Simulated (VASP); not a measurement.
# Al (Fm-3m) in VASP: settings compared, part 2 of 2

VASP 6.6.1. Earlier steps stand in the parts before.

**4. Relaxation of cell and atoms, PBEsol**

This run uses another cell than the first one, of 16.60 Å³/atom, 1.055 times its volume.

Input file INCAR:

```
ALGO = Normal ; EDIFF = 1E-6
EDIFFG = -0.005 ; ENCUT = 600
GGA = PS ; IBRION = 2
ISIF = 3 ; ISMEAR = -1
LASPH = True ; LCHARG = False
LREAL = False ; LWAVE = False
NELM = 100 ; NSW = 80
PREC = Accurate ; SIGMA = 0.1
```

Input file KPOINTS:

```
k-points
0
Gamma
  16 16 16
```

Input file POSCAR:

```
Al
1.0
    0.0000000000      2.0248050000      2.0248050000
    2.0248050000      0.0000000000      2.0248050000
    2.0248050000      2.0248050000      0.0000000000
Al
1
Direct
    0.0000000000      0.0000000000      0.0000000000
```

Potentials or basis: VASP PAW PBE potentials, release 64 (Al).

Run with:

```sh
$ cat potpaw_PBE.64/Al/POTCAR > POTCAR
$ mpirun -np 1 vasp_std > vasp.out
```

OUTCAR:

```text
EDIFF = 1E-6
   EDIFFG = -0.005
   ENCUT = 600
   GGA = PS
   IBRION = 2
   ISIF = 3
   ISMEAR = -1
   LASPH = True
   LREAL = False
   NELM = 100
   NSW = 80
   PREC = Accurate

 ion  position               nearest neighbor table
   1  0.000  0.000  0.000-

  LATTYP: Found a face centered cubic cell.
 ALAT       =     4.0496100000

  Lattice vectors:

 A1 = (   0.0000000000,   2.0248050000,   2.0248050000)
 A2 = (   2.0248050000,   0.0000000000,   2.0248050000)
 A3 = (   2.0248050000,   2.0248050000,   0.0000000000)

Analysis of symmetry for initial positions (statically):
=====================================================================
 Subroutine PRICEL returns:
 Original cell was already a primitive cell.

 Routine SETGRP: Setting up the symmetry group for a
 face centered cubic supercell.

 Subroutine GETGRP returns: Found 48 space group operations
 (whereof 48 operations were pure point group operations)
 out of a pool of 48 trial point group operations.

The static configuration has the point symmetry O_h .

Analysis of symmetry for dynamics (positions and initial velocities):
=====================================================================
 Subroutine PRICEL returns:
 Original cell was already a primitive cell.

 Routine SETGRP: Setting up the symmetry group for a
 face centered cubic supercell.

 Subroutine GETGRP returns: Found 48 space group operations
 (whereof 48 operations were pure point group operations)
 out of a pool of 48 trial point group operations.

The dynamic configuration has the point symmetry O_h .

 Subroutine INISYM returns: Found 48 space group operations
 (whereof 48 operations are pure point group operations),
 and found     1 'primitive' translations

----------------------------------------------------------------------------------------

                                     Primitive cell

  volume of cell :      16.6027

  direct lattice vectors                    reciprocal lattice vectors
     0.000000000  2.024805000  2.024805000    -0.246937359  0.246937359  0.246937359
     2.024805000  0.000000000  2.024805000     0.246937359 -0.246937359  0.246937359
     2.024805000  2.024805000  0.000000000     0.246937359  0.246937359 -0.246937359

  length of vectors
     2.863506692  2.863506692  2.863506692     0.427708053  0.427708053  0.427708053

  position of ions in fractional coordinates (direct lattice)
     0.000000000  0.000000000  0.000000000

  ion indices of the primitive-cell ions
   primitive index   ion index
                 1           1

----------------------------------------------------------------------------------------

 KPOINTS: k-points

Automatic generation of k-mesh.
 Grid dimensions read from file:
 generate k-points for:   16   16   16

 Generating k-lattice:

  Cartesian coordinates                     Fractional coordinates (reciprocal lattice)
    -0.015433585  0.015433585  0.015433585     0.062500000  0.000000000  0.000000000
[... 38 lines left out ...]
 -0.125000  0.062500  0.000000     24.000000
 -0.062500  0.062500  0.000000     12.000000
 [... further k-points ...]
   k-points           NKPTS =    145   k-points in BZ     NKDIM =    145   number of bands    NBANDS=      5
   number of dos      NEDOS =    301   number of ions     NIONS =      1
   total plane-waves  NPLWV =  13824
   dimension x,y,z NGX =    24 NGY =   24 NGZ =   24
   dimension x,y,z NGXF=    48 NGYF=   48 NGZF=   48
   ions per type =               1
   NGX,Y,Z   is equivalent  to a cutoff of  13.93, 13.93, 13.93 a.u.
   NGXF,Y,Z  is equivalent  to a cutoff of  27.87, 27.87, 27.87 a.u.
 SYSTEM =  unknown system
   PREC   = accura    normal or accurate (medium, high low for compatibility)
   ISTART =      0    job   : 0-new  1-cont  2-samecut
   ICHARG =      2    charge: 1-file 2-atom 10-const
   ISPIN  =      1    spin polarized calculation?
   LNONCOLLINEAR =      F non collinear calculations
   LSORBIT =      F    spin-orbit coupling
   LASPH  =      T    aspherical Exc in radial PAW
   ENCUT  =  600.0 eV  44.10 Ry    6.64 a.u.   5.72  5.72  5.72*2*pi/ulx,y,z
   NELM   =    100;   NELMIN=  2; NELMDL= -5     # of ELM steps
   EDIFF  = 0.1E-05   stopping-criterion for ELM
   LREAL  =      F    real-space projection
   EDIFFG = -.5E-02   stopping-criterion for IOM
   NSW    =     80    number of steps for IOM
   IBRION =      2    ionic relax: 0-MD 1-quasi-New 2-CG
   NFREE  =      1    steps in history (QN), initial steepest desc. (CG)
   ISIF   =      3    stress and relaxation
   ISYM   =      2    0-nonsym 1-usesym 2-fastsym
   POTIM  = 0.5000    time-step for ionic-motion
   TEBEG  =    0.0;   TEEND  =   0.0 temperature during run
   PSTRESS=    0.0 pullay stress
   NELECT =       3.0000    total number of electrons
   NUPDOWN=      -1.0000    fix difference up-down
   EMIN   =  10.00;   EMAX   =-10.00  energy-range for DOS
   EFERMI =   0.00;   METHOD = LEGACY
   ISMEAR =    -1;   SIGMA  =   0.10  broadening in eV -4-tet -1-fermi 0-gaus
   EFERMI_NEDOS =   21; number of points for ismear=-14 and -15
   IALGO  =     38    algorithm
   IMIX   =      4    mixing-type and parameters
     AMIX     =   0.40;   BMIX     =  1.00
     AMIX_MAG =   1.60;   BMIX_MAG =  1.00
  volume/ion in A,a.u.               =      16.60       112.04
  Fermi-wavevector in a.u.,A,eV,Ry     =   0.925526  1.748991 11.654733  0.856599
  Thomas-Fermi vector in A             =   2.051390
   LORBIT       =      0    0 simple, 1 ext, 2 COOP (PROOUT), +10 PAW based schemes
   GGA     = PS    functional components
   LHFCALC =     F    Hartree Fock is set to
   AEXX    =    0.0000 exact exchange contribution
   IVDW    =     0    specifies the selected vdW correction
   LEPSILON=     F    determine dielectric tensor
   LRPA    =     F    only Hartree local field effects (RPA)
 conjugate gradient relaxation of ions
 non-spin polarized calculation
  energy-cutoff  :      600.00
  volume of cell :       16.60
 maximum number of plane-waves:       568
   NGX = 11   NGY = 11   NGZ = 11

--------------------------------------- Ionic step        1  -------------------------------------------

 number of electron       3.0000000 magnetization

 Free energy of the ion-electron system (eV)
  ---------------------------------------------------
  ext. energy  EPLUGINS =         0.00000000
  ---------------------------------------------------
  free energy    TOTEN  =        -4.10039740 eV

  energy without entropy =       -4.08905101  energy(sigma->0) =       -4.09472420

------------------------ aborting loop because EDIFF is reached ----------------------------------------

  FORCE on cell =-STRESS in cart. coord.  units (eV):
  Direction    XX          YY          ZZ          XY          YZ          ZX
  --------------------------------------------------------------------------------------
  -------------------------------------------------------------------------------------
  Total       -0.1992745     -0.1992745     -0.1992745     -0.0000000     -0.0000000      0.0000000
  in kB      -19.2301479    -19.2301479    -19.2301479     -0.0000000     -0.0000000      0.0000000
  external PRESSURE =     -19.2301479 kB  Pullay stress =       0.0000000 kB
[... 57 lines left out ...]
--------------------------------------- Ionic step        3  -------------------------------------------

 number of electron       3.0000000 magnetization

 Free energy of the ion-electron system (eV)
  ---------------------------------------------------
  ext. energy  EPLUGINS =         0.00000000
  ---------------------------------------------------
  free energy    TOTEN  =        -4.10288834 eV

  energy without entropy =       -4.09182214  energy(sigma->0) =       -4.09735524

 E-fermi :   8.1744     XC(G=0): -10.3245

 val. band max:        8.1394705465   @ k =  -0.2500   0.3125   0.1250
 cond. band min:       8.2612943899   @ k =   0.4375   0.4375   0.0000
 fundamental gap:      0.1218238434
 Fermi energy:         8.1744324272

 k-point     1 :       0.0000    0.0000    0.0000
  band No.  band energies     occupation
      1      -3.1146      2.00000
      2      20.8410      0.00000
      3      20.8410      0.00000
      4      20.8410      0.00000
      5      22.4736      0.00000
[... 177 lines left out ...]
 k-point    24 :      -0.0625    0.0625    0.0000
  band No.  band energies     occupation
      1      -2.8282      2.00000
      2      17.9832      0.00000
      3      18.7566      0.00000
      4      21.1197      0.00000
      5      22.6536      0.00000

 [... further k-points ...]

------------------------ aborting loop because EDIFF is reached ----------------------------------------

  FORCE on cell =-STRESS in cart. coord.  units (eV):
  Direction    XX          YY          ZZ          XY          YZ          ZX
  --------------------------------------------------------------------------------------
  -------------------------------------------------------------------------------------
  Total        0.0002923      0.0002923      0.0002923      0.0000000      0.0000000      0.0000000
  in kB        0.0289129      0.0289129      0.0289129      0.0000000      0.0000000      0.0000000
  external PRESSURE =       0.0289129 kB  Pullay stress =       0.0000000 kB
[... 16 lines left out ...]
  FREE ENERGIE OF THE ION-ELECTRON SYSTEM (eV)
  ---------------------------------------------------
  free  energy   TOTEN  =        -4.1028883401 eV

  energy  without entropy=       -4.0918221445  energy(sigma->0) =       -4.09735524

 reached required accuracy - stopping structural energy minimisation
```

OSZICAR:

```text
N       E                     dE             d eps       ncg     rms          rms(c)
DAV:   1    -0.102712829457E+01   -0.10271E+01   -0.93623E+02  1475   0.376E+02
DAV:   2    -0.410448422993E+01   -0.30774E+01   -0.27758E+01  1840   0.357E+01
DAV:   3    -0.412865517523E+01   -0.24171E-01   -0.23662E-01  1950   0.394E+00
[... 14 lines left out ...]
       N       E                     dE             d eps       ncg     rms          rms(c)
DAV:   1    -0.410289676939E+01   -0.84876E-04   -0.88826E-04  1820   0.191E-01    0.257E-02
DAV:   2    -0.410289200104E+01    0.47683E-05   -0.59160E-06  1545   0.209E-02    0.916E-03
DAV:   3    -0.410288872988E+01    0.32712E-05   -0.10056E-06  1190   0.616E-03    0.284E-03
DAV:   4    -0.410288834014E+01    0.38974E-06   -0.13896E-07   780   0.251E-03
   3 F= -.41028883E+01 E0= -.40973552E+01  d E =-.249094E-02
```

CONTCAR:

```text
Al
   1.00000000000000
    -0.0000000000000000    2.0081929598281216    2.0081929598281216
     2.0081929598281216   -0.0000000000000000    2.0081929598281216
     2.0081929598281216    2.0081929598281216    0.0000000000000000
  Al
     1
Direct
     0.0000000000000000    0.0000000000000000    0.0000000000000000

  0.00000000E+00  0.00000000E+00  0.00000000E+00
```

Wall time 11 s (1 thread of Intel Xeon Platinum 8259CL at 2.50GHz (Skylake/Cascade Lake), shared host); peak memory 0.14 GiB.

Results:

```yaml
Free_energy: -4.1029 eV
Relaxed_volume: 16.20 Å³/atom
Relaxed_cell: a = 2.840 Å, b = 2.840 Å, c = 2.840 Å, α = 60.00°, β = 60.00°, γ = 60.00°
Space_group_after_relaxing_to_0.05_Å: Fm-3m (No. 225)
Energy_gained_by_relaxing: 2.5 meV/atom
Ionic_steps: 3
Pressure_after_relaxing: 0.0 GPa
```

The path:
| step | energy change (eV) | largest force (eV/Å) | pressure (GPa) | volume (Å³) |
| --- | --- | --- | --- | --- |
| 1 | 0.0000 | 0.0000 | -1.92 | 16.60 |
| 2 | -0.0024 | 0.0000 | 0.36 | 16.13 |
| 3 | -0.0025 | 0.0000 | 0.00 | 16.20 |

Final structure:
```
Al
1.0
     0.00000    2.00819    2.00819
     2.00819    0.00000    2.00819
     2.00819    2.00819    0.00000
Al
1
Direct
  0.00000 0.00000 0.00000
```

Caveat: the PAW data sets were made with another functional, which shifts forces and pressure a little.

**5. Relaxation of cell and atoms, PBE+D3(BJ)**

This run uses another cell than the first one, of 16.60 Å³/atom, 1.055 times its volume.

Input file INCAR:

```
SYSTEM = Al
PREC     = Accurate       ! precision mode
ENCUT    = 600            ! plane-wave cutoff, eV
EDIFF    = 1E-6           ! SCF threshold, eV
ISMEAR   = -1             ! smearing method
SIGMA    = 0.1            ! smearing width, eV
LREAL    = .False.        ! projectors in reciprocal space
LASPH    = .True.         ! aspherical terms in the spheres
NELM     = 60             ! most SCF steps
ALGO     = Normal         ! electronic algorithm
ISIF     = 3              ! what is computed and relaxed
LWAVE    = .False.        ! write WAVECAR
LCHARG   = .False.        ! write CHGCAR
GGA      = PE             ! functional
IVDW     = 12             ! dispersion correction
IBRION   = 2              ! ionic algorithm
NSW      = 80             ! ionic steps
EDIFFG   = -0.005         ! ionic threshold
```

Input file KPOINTS:

```
Automatic mesh
0
Gamma
  16 16 16
  0 0 0
```

POSCAR is that of step 4.

Run with:

```sh
$ cat potpaw_PBE.64/Al/POTCAR > POTCAR
$ mpirun -np 1 vasp_std > vasp.out
```

Run time: 12 s. Hardware: 1 thread of Intel Xeon Platinum 8259CL at 2.50GHz (Skylake/Cascade Lake), shared host; peak memory 0.15 GiB.

The run converged. Its results:

```
Free energy                            : -4.1009 eV
Relaxed volume                         : 15.79 Å³/atom
Relaxed cell                           : a = 2.816 Å, b = 2.816 Å, c = 2.816 Å, α = 60.00°, β = 60.00°, γ = 60.00°
Space group after relaxing (to 0.05 Å) : Fm-3m (No. 225)
Energy gained by relaxing              : 10.2 meV/atom
Ionic steps                            : 3
Pressure after relaxing                : 0.0 GPa
Dispersion energy per atom             : -0.352 eV
```

The path:
| step | energy change (eV) | largest force (eV/Å) | pressure (GPa) | volume (Å³) |
| --- | --- | --- | --- | --- |
| 1 | 0.0000 | 0.0000 | -3.87 | 16.60 |
| 2 | -0.0099 | 0.0000 | 0.77 | 15.66 |
| 3 | -0.0102 | 0.0000 | 0.01 | 15.79 |

Final structure:
```xyz
1
Lattice="0.0000 1.9913 1.9913 1.9913 0.0000 1.9913 1.9913 1.9913 0.0000" Properties=species:S:1:pos:R:3 pbc="T T T"
Al    0.0000    0.0000    0.0000
```

Levels at points of the mesh, in eV from the Fermi level:
```
           k point  band 1  band 2  band 3  band 4
(0.00, 0.00, 0.00)  -11.48   12.83   12.83   12.83
(0.50, 0.00, 0.00)   -4.80   -4.47   11.63   11.63
(0.50, 0.50, 0.00)   -3.06   -1.65    5.23    5.77
```

Caveat: pairwise dispersion overbinds metals, which lowers pressure and volume.

**6. Relaxation of cell and atoms, r2SCAN+D4**

This run uses another cell than the first one, of 16.60 Å³/atom, 1.055 times its volume.

POSCAR is that of step 5.

Input file INCAR.step1:

```
SYSTEM = Al
ALGO = Normal
EDIFF = 1E-4
ENCUT = 600
GGA = PE
ISMEAR = -1
LASPH = .TRUE.
LCHARG = .FALSE.
LREAL = .FALSE.
LWAVE = .TRUE.
NELM = 100
PREC = Accurate
SIGMA = 0.1
```

Input file INCAR.step2:

```
SYSTEM = Al
ALGO = Normal
EDIFF = 1E-7
EDIFFG = -0.005
ENCUT = 600
IBRION = 2
ISIF = 3
ISMEAR = -1
ISTART = 1
IVDW = 13
LASPH = .TRUE.
LCHARG = .FALSE.
LMIXTAU = .TRUE.
LREAL = .FALSE.
LWAVE = .FALSE.
METAGGA = R2SCAN
NELM = 100
NSW = 80
PREC = Accurate
SIGMA = 0.1
VDW_A1 = 0.51559235
VDW_A2 = 5.77342911
VDW_S6 = 1.0
VDW_S8 = 0.6018749
```

Input file KPOINTS:

```
k-points
0
G
  16 16 16
  0 0 0
```

Potentials or basis: VASP PAW PBE potentials, release 64 (Al).

Run with:

```sh
$ cat potpaw_PBE.64/Al/POTCAR > POTCAR
$ cp INCAR.step1 INCAR
$ mpirun -np 1 vasp_std > vasp.out
$ cp INCAR.step2 INCAR
$ mpirun -np 1 vasp_std > vasp.out
```

Wall time 79 s (1 thread of Intel Xeon Platinum 8259CL at 2.50GHz (Skylake/Cascade Lake), shared host); peak memory 0.15 GiB.

It converged, with:

| Property | Result |
| --- | --- |
| Free energy | -6.8715 eV |
| Relaxed volume | 15.68 Å³/atom |
| Relaxed cell | a = 2.810 Å, b = 2.810 Å, c = 2.810 Å, α = 60.00°, β = 60.00°, γ = 60.00° |
| Space group after relaxing (to 0.05 Å) | Fm-3m (No. 225) |
| Energy gained by relaxing | 14.6 meV/atom |
| Ionic steps | 3 |
| Pressure after relaxing | 0.0 GPa |
| Dispersion energy per atom | -0.124 eV |

Step by step:
```tsv
step	energy change (eV)	largest force (eV/Å)	pressure (GPa)	volume (Å³)
1	0.0000	0.0000	-4.80	16.60
2	-0.0134	0.0000	1.62	15.44
3	-0.0146	0.0000	0.04	15.68
```

Final structure:
```cif
data_structure
_symmetry_space_group_name_H-M 'P 1'
_symmetry_Int_Tables_number 1
_cell_length_a 2.8096
_cell_length_b 2.8096
_cell_length_c 2.8096
_cell_angle_alpha 60.000
_cell_angle_beta 60.000
_cell_angle_gamma 60.000
_cell_volume 15.68
loop_
_atom_site_label
_atom_site_type_symbol
_atom_site_fract_x
_atom_site_fract_y
_atom_site_fract_z
_atom_site_occupancy
Al1 Al 0.00000 0.00000 0.00000 1
```

Levels at points of the mesh, in eV from the Fermi level:
```
           k point  band 1  band 2  band 3  band 4
(0.00, 0.00, 0.00)  -12.24   13.58   13.58   13.58
(0.50, 0.00, 0.00)   -5.25   -4.64   12.29   12.29
(0.50, 0.50, 0.00)   -3.32   -1.71    5.44    6.22
```

Caveat: the PAW data sets were made with another functional, which shifts forces and pressure a little; pairwise dispersion overbinds metals, which lowers pressure and volume.

**7. Overview**

```tsv
task	level	cell	cutoff (eV)	gap on the mesh (eV)	pressure (GPa)	relaxed volume (Å³/atom)
single point	r2SCAN+D4	a = 2.813 Å, angles 60.0°, 1 atom	520	none	-0.3	-
relaxation of cell and atoms	PBE	relaxed from a = 2.864 Å, angles 60.0°, 1 atom	600	none	0.0	16.49
relaxation of cell and atoms	PBEsol	relaxed from a = 2.864 Å, angles 60.0°, 1 atom	600	none	0.0	16.20
relaxation of cell and atoms	PBE+D3(BJ)	relaxed from a = 2.864 Å, angles 60.0°, 1 atom	600	none	0.0	15.79
relaxation of cell and atoms	r2SCAN+D4	relaxed from a = 2.864 Å, angles 60.0°, 1 atom	600	none	0.0	15.68
```

Alike in all rows: potentials or basis VASP PAW PBE potentials, release 64 (Al); no spin polarisation; k mesh 16 × 16 × 16; smearing fermi-dirac 0.1 eV.

Caveats: the PAW data sets were made with another functional, which shifts forces and pressure a little (some runs); pairwise dispersion overbinds metals, which lowers pressure and volume (some runs).

Total energies depend on the potentials used, so only differences within one code and one set of settings carry meaning.
